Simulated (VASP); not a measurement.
# Ti8Ru8Au in VASP: single point with PBE

Aim: the single point of Ti8Ru8Au with PBE.

Program: VASP 6.6.1. These are calculated values, not measurements. Logs are shortened: lines on timing, memory, paths and dates and some standing lists are left out, and cuts for length are marked.

## Step 1: The cell of the first run

The cell holds a slab with vacuum, 17 atoms: a = 6.140 Å, b = 6.140 Å, c = 16.605 Å, α = 90.00°, β = 90.00°, γ = 90.00°.

## Step 2: Single point, PBE

INCAR

```
SYSTEM = Ti8Ru8Au
PREC = Accurate
ENCUT = 520
EDIFF = 1E-6
ISMEAR = -1
SIGMA = 0.1
LREAL = Auto
LASPH = .True.
NELM = 60
ALGO = Normal
ISIF = 2
LWAVE = .False.
LCHARG = .True.
GGA = PE
LELF = .True.
LVHAR = .True.
NBANDS = 124
```

KPOINTS

```
Automatic mesh
0
Gamma
  3 3 1
  0 0 0
```

POSCAR

```
Ti8Ru8Au
1.0
    6.1400000000      0.0000000000      0.0000000000
    0.0000000000      6.1400000000      0.0000000000
    0.0000000000      0.0000000000     16.6050000000
Ti Ru Au
8 8 1
Direct
    0.2498869707      0.2495576547      0.1339296597
    0.2498125407      0.2493972313      0.3196439627
    0.2498864821      0.7500804560      0.1339276122
    0.2498211726      0.7501030945      0.3196387233
    0.7498876221      0.2495097720      0.1343988558
    0.7497817590      0.2565884365      0.3239613972
    0.7498874593      0.7501576547      0.1344020476
    0.7497907166      0.7423226384      0.3239922313
    0.0000000000      0.0000000000      0.0602228245
    0.0005610749     -0.0002807818      0.2401232159
    0.0000000000      0.5000000000      0.0602228245
    0.0005368078      0.4997340391      0.2382218609
    0.5000000000      0.0000000000      0.0602228245
    0.4991164495     -0.0002809446      0.2401190003
    0.5000000000      0.5000000000      0.0602228245
    0.4991252443      0.4997340391      0.2382102981
    0.7490840391      0.4992526059      0.4546706414
```

Potentials or basis: VASP PAW PBE potentials, release 64 (Ti_sv, Ru_pv, Au).

The run is started by

```
$ cat potpaw_PBE.64/Ti_sv/POTCAR potpaw_PBE.64/Ru_pv/POTCAR potpaw_PBE.64/Au/POTCAR > POTCAR
$ mpirun -np 1 vasp_std > vasp.out
```

OUTCAR:

```text
SYSTEM = Ti8Ru8Au
   PREC = Accurate
   ENCUT = 520
   EDIFF = 1E-6
   ISMEAR = -1
   LREAL = Auto
   LASPH = .True.
   NELM = 60
   ISIF = 2
   GGA = PE

 ion  position               nearest neighbor table
   1  0.250  0.250  0.134-   9 2.49  13 2.49  11 2.49  15 2.49  16 2.77  12 2.78  14 2.79  10 2.79

   2  0.250  0.249  0.320-  10 2.54  14 2.54  12 2.56  16 2.56
   3  0.250  0.750  0.134-   9 2.49  11 2.49  13 2.49  15 2.49  16 2.78  12 2.78  14 2.79  10 2.79

   4  0.250  0.750  0.320-  10 2.54  14 2.54  12 2.56  16 2.56
   5  0.750  0.250  0.134-  13 2.49   9 2.49  15 2.50  11 2.50  12 2.78  16 2.78  10 2.79  14 2.79

   6  0.750  0.257  0.324-  16 2.57  12 2.57  14 2.61  10 2.61  17 2.63
   7  0.750  0.750  0.134-  13 2.49   9 2.50  15 2.50  11 2.50  12 2.78  16 2.78  10 2.79  14 2.79

   8  0.750  0.742  0.324-  16 2.57  12 2.57  14 2.61  10 2.61  17 2.63
   9  0.000  0.000  0.060-   1 2.49   3 2.49   5 2.49   7 2.50  10 2.99  11 3.07  13 3.07  11 3.07
                            13 3.07
  10  0.001  1.000  0.240-   4 2.54   2 2.54   6 2.61   8 2.61   7 2.79   3 2.79   5 2.79   1 2.79
                             9 2.99  14 3.06  12 3.07  12 3.07  14 3.08
  11  0.000  0.500  0.060-   3 2.49   1 2.49   7 2.50   5 2.50  12 2.96   9 3.07  15 3.07   9 3.07
                            15 3.07
  12  0.001  0.500  0.238-   2 2.56   4 2.56   8 2.57   6 2.57   5 2.78   1 2.78   7 2.78   3 2.78
                            11 2.96  16 3.06  10 3.07  10 3.07  16 3.08
  13  0.500  0.000  0.060-   1 2.49   3 2.49   5 2.49   7 2.49  14 2.99   9 3.07  15 3.07  15 3.07
                             9 3.07
  14  0.499  1.000  0.240-   4 2.54   2 2.54   6 2.61   8 2.61   7 2.79   3 2.79   1 2.79   5 2.79
                            13 2.99  10 3.06  16 3.07  16 3.07  10 3.08
  15  0.500  0.500  0.060-   3 2.49   1 2.49   7 2.50   5 2.50  16 2.96  13 3.07  11 3.07  13 3.07
                            11 3.07
  16  0.499  0.500  0.238-   2 2.56   4 2.56   8 2.57   6 2.57   1 2.77   5 2.78   3 2.78   7 2.78
                            15 2.96  12 3.06  14 3.07  14 3.07  12 3.08
  17  0.749  0.499  0.455-   6 2.63   8 2.63

  LATTYP: Found a simple tetragonal cell.
 ALAT       =     6.1400000000
 C/A-ratio  =     2.7043973941

  Lattice vectors:

 A1 = (   6.1400000000,   0.0000000000,   0.0000000000)
 A2 = (   0.0000000000,   6.1400000000,   0.0000000000)
 A3 = (   0.0000000000,   0.0000000000,  16.6050000000)

Analysis of symmetry for initial positions (statically):
=====================================================================
 Subroutine PRICEL returns:
 Original cell was already a primitive cell.

 Routine SETGRP: Setting up the symmetry group for a
 simple tetragonal supercell.

 Subroutine GETGRP returns: Found  1 space group operations
 (whereof  1 operations were pure point group operations)
 out of a pool of 16 trial point group operations.

The static configuration has the point symmetry C_1 .

Analysis of symmetry for dynamics (positions and initial velocities):
=====================================================================
 Subroutine PRICEL returns:
 Original cell was already a primitive cell.

 Routine SETGRP: Setting up the symmetry group for a
 simple tetragonal supercell.

 Subroutine GETGRP returns: Found  1 space group operations
 (whereof  1 operations were pure point group operations)
 out of a pool of 16 trial point group operations.

The dynamic configuration has the point symmetry C_1 .

 Subroutine INISYM returns: Found  1 space group operations
 (whereof  1 operations are pure point group operations),
 and found     1 'primitive' translations

----------------------------------------------------------------------------------------

                                     Primitive cell

  volume of cell :     626.0019

  direct lattice vectors                    reciprocal lattice vectors
     6.140000000  0.000000000  0.000000000     0.162866450  0.000000000  0.000000000
     0.000000000  6.140000000  0.000000000     0.000000000  0.162866450  0.000000000
     0.000000000  0.000000000 16.605000000     0.000000000  0.000000000  0.060222824

  length of vectors
     6.140000000  6.140000000 16.605000000     0.162866450  0.162866450  0.060222824

  position of ions in fractional coordinates (direct lattice)
     0.249886971  0.249557655  0.133929660
     0.249812541  0.249397231  0.319643963
     0.249886482  0.750080456  0.133927612
     0.249821173  0.750103094  0.319638723
     0.749887622  0.249509772  0.134398856
     0.749781759  0.256588437  0.323961397
[... 9 lines left out ...]
     0.499125244  0.499734039  0.238210298
     0.749084039  0.499252606  0.454670641

  ion indices of the primitive-cell ions
   primitive index   ion index
                 1           1
                 2           2
                 3           3
                 4           4
                 5           5
                 6           6
[... 9 lines left out ...]
                16          16
                17          17

----------------------------------------------------------------------------------------

 KPOINTS: Automatic mesh

Automatic generation of k-mesh.
 Grid dimensions read from file:
 generate k-points for:    3    3    1

 Generating k-lattice:

  Cartesian coordinates                     Fractional coordinates (reciprocal lattice)
     0.054288817  0.000000000  0.000000000     0.333333333  0.000000000  0.000000000
     0.000000000  0.054288817  0.000000000     0.000000000  0.333333333  0.000000000
     0.000000000  0.000000000  0.060222824     0.000000000  0.000000000  1.000000000

  Length of vectors
     0.054288817  0.054288817  0.060222824

  Shift w.r.t. Gamma in fractional coordinates (k-lattice)
     0.000000000  0.000000000  0.000000000

 Subroutine IBZKPT returns following result:
 ===========================================

 Found      5 irreducible k-points:

 Following reciprocal coordinates:
            Coordinates               Weight
  0.000000  0.000000  0.000000      1.000000
  0.333333  0.000000  0.000000      2.000000
  0.000000  0.333333  0.000000      2.000000
  0.333333  0.333333  0.000000      2.000000
 -0.333333  0.333333  0.000000      2.000000
   k-points           NKPTS =      5   k-points in BZ     NKDIM =      5   number of bands    NBANDS=    124
   number of dos      NEDOS =    301   number of ions     NIONS =     17
   total plane-waves  NPLWV = 290304
   dimension x,y,z NGX =    48 NGY =   48 NGZ =  126
   dimension x,y,z NGXF=    96 NGYF=   96 NGZF=  252
   ions per type =               8   8   1
   NGX,Y,Z   is equivalent  to a cutoff of  13.00, 13.00, 12.61 a.u.
   NGXF,Y,Z  is equivalent  to a cutoff of  25.99, 25.99, 25.23 a.u.
 SYSTEM =  Ti8Ru8Au
   PREC   = accura    normal or accurate (medium, high low for compatibility)
   ISTART =      0    job   : 0-new  1-cont  2-samecut
   ICHARG =      2    charge: 1-file 2-atom 10-const
   ISPIN  =      1    spin polarized calculation?
   LNONCOLLINEAR =      F non collinear calculations
   LSORBIT =      F    spin-orbit coupling
   LASPH  =      T    aspherical Exc in radial PAW
   ENCUT  =  520.0 eV  38.22 Ry    6.18 a.u.  11.42 11.42 30.87*2*pi/ulx,y,z
   NELM   =     60;   NELMIN=  2; NELMDL= -5     # of ELM steps
   EDIFF  = 0.1E-05   stopping-criterion for ELM
   LREAL  =      T    real-space projection
   EDIFFG = 0.1E-04   stopping-criterion for IOM
   NSW    =      0    number of steps for IOM
   IBRION =     -1    ionic relax: 0-MD 1-quasi-New 2-CG
   NFREE  =      0    steps in history (QN), initial steepest desc. (CG)
   ISIF   =      2    stress and relaxation
   ISYM   =      2    0-nonsym 1-usesym 2-fastsym
   POTIM  = 0.5000    time-step for ionic-motion
   TEBEG  =    0.0;   TEEND  =   0.0 temperature during run
   PSTRESS=    0.0 pullay stress
   NELECT =     219.0000    total number of electrons
   NUPDOWN=      -1.0000    fix difference up-down
   EMIN   =  10.00;   EMAX   =-10.00  energy-range for DOS
   EFERMI =   0.00;   METHOD = LEGACY
   ISMEAR =    -1;   SIGMA  =   0.10  broadening in eV -4-tet -1-fermi 0-gaus
   EFERMI_NEDOS =   21; number of points for ismear=-14 and -15
   IALGO  =     38    algorithm
   IMIX   =      4    mixing-type and parameters
     AMIX     =   0.40;   BMIX     =  1.00
     AMIX_MAG =   1.60;   BMIX_MAG =  1.00
  volume/ion in A,a.u.               =      36.82       248.50
  Fermi-wavevector in a.u.,A,eV,Ry     =   1.153536  2.179866 18.104515  1.330644
  Thomas-Fermi vector in A             =   2.290179
   LORBIT       =      0    0 simple, 1 ext, 2 COOP (PROOUT), +10 PAW based schemes
   GGA     = PE    functional components
   LHFCALC =     F    Hartree Fock is set to
   AEXX    =    0.0000 exact exchange contribution
   IVDW    =     0    specifies the selected vdW correction
   LEPSILON=     F    determine dielectric tensor
   LRPA    =     F    only Hartree local field effects (RPA)
 non-spin polarized calculation
  energy-cutoff  :      520.00
  volume of cell :      626.00
 maximum number of plane-waves:     16889
 NGX is ok and might be reduce to    48
   NGX = 23   NGY = 23   NGZ = 61

 number of electron     219.0000068 magnetization

 Free energy of the ion-electron system (eV)
  ---------------------------------------------------
  ext. energy  EPLUGINS =         0.00000000
  ---------------------------------------------------
  free energy    TOTEN  =      -139.61362617 eV

  energy without entropy =     -139.30852362  energy(sigma->0) =     -139.46107490

 E-fermi :   2.0921     XC(G=0):  -6.5098

 val. band max:        2.0221836036   @ k =   0.0000   0.3333   0.0000
 cond. band min:       2.1111880974   @ k =   0.0000   0.0000   0.0000
 fundamental gap:      0.0890044938
 Fermi energy:         2.0920950481

 k-point     1 :       0.0000    0.0000    0.0000
  band No.  band energies     occupation
      1     -55.3533      2.00000
      2     -55.3324      2.00000
      3     -55.3006      2.00000
      4     -55.2775      2.00000
      5     -54.7816      2.00000
      6     -54.7619      2.00000
[... 609 lines left out ...]
    120       3.0555      0.00013
    121       3.0860      0.00010
 [bands above 121 left out]

------------------------ aborting loop because EDIFF is reached ----------------------------------------

  FORCE on cell =-STRESS in cart. coord.  units (eV):
  Direction    XX          YY          ZZ          XY          YZ          ZX
  --------------------------------------------------------------------------------------
  -------------------------------------------------------------------------------------
  Total       -5.2682057     -5.3768454     -0.1644684      0.0021134      0.0467176      0.0172421
  in kB      -13.4833461    -13.7613964     -0.4209373      0.0054091      0.1195682      0.0441290
  external PRESSURE =      -9.2218933 kB  Pullay stress =       0.0000000 kB

 VOLUME and BASIS-vectors are now :
 -----------------------------------------------------------------------------
  energy-cutoff  :      520.00
  volume of cell :      626.00
      direct lattice vectors                 reciprocal lattice vectors
     6.140000000  0.000000000  0.000000000     0.162866450  0.000000000  0.000000000
     0.000000000  6.140000000  0.000000000     0.000000000  0.162866450  0.000000000
     0.000000000  0.000000000 16.605000000     0.000000000  0.000000000  0.060222824

 POSITION                                       TOTAL-FORCE (eV/Angst)
 -----------------------------------------------------------------------------------
      1.53431      1.53228      2.22390         0.002304      0.006769      0.047376
      1.53385      1.53130      5.30769         0.004459      0.016675      0.036771
      1.53430      4.60549      2.22387        -0.002371     -0.001969      0.042803
      1.53390      4.60563      5.30760         0.001189     -0.007182      0.035697
      4.60431      1.53199      2.23169         0.002967     -0.001822      0.030203
      4.60366      1.57545      5.37938         0.001478     -0.000685     -0.005897
[... 9 lines left out ...]
      3.06463      3.06837      3.95548        -0.003792     -0.000132     -0.017792
      4.59938      3.06541      7.54981        -0.001085      0.001104     -0.041646
 -----------------------------------------------------------------------------------
    total drift:                                0.004280      0.016126      0.015142

  FREE ENERGIE OF THE ION-ELECTRON SYSTEM (eV)
  ---------------------------------------------------
  free  energy   TOTEN  =      -139.6136261683 eV

  energy  without entropy=     -139.3085236247  energy(sigma->0) =     -139.46107490
```

Run time: 26 min. Hardware: 1 thread of Intel Xeon Platinum 8259CL at 2.50GHz (Skylake/Cascade Lake), shared host; peak memory 0.74 GiB.

What came out:

- Free energy: -139.6136 eV
- Largest force: 0.086 eV/Å
- Band gap on the k mesh: zero (an odd number of electrons rules out a gap without spin polarisation)

Forces on the atoms (eV/Å):
```
Ti   0.002  0.007  0.047
Ti   0.004  0.017  0.037
Ti  -0.002 -0.002  0.043
Ti   0.001 -0.007  0.036
Ti   0.003 -0.002  0.030
Ti   0.001 -0.001 -0.006
Ti  -0.002 -0.001  0.029
Ti   0.001  0.004 -0.007
Ru  -0.043 -0.004  0.017
Ru   0.000  0.000 -0.014
Ru  -0.052 -0.004 -0.069
Ru   0.004  0.000 -0.017
Ru   0.039 -0.004  0.016
Ru   0.001  0.000 -0.014
Ru   0.047 -0.004 -0.069
Ru  -0.004  0.000 -0.018
Au  -0.001  0.001 -0.042
```

Caveat: there is no dipole correction, which matters where the two faces differ; spin-orbit coupling is left out, which moves the levels of the heavy elements.

The gap in the log of VASP goes by the Fermi energy; the results here count the filled bands.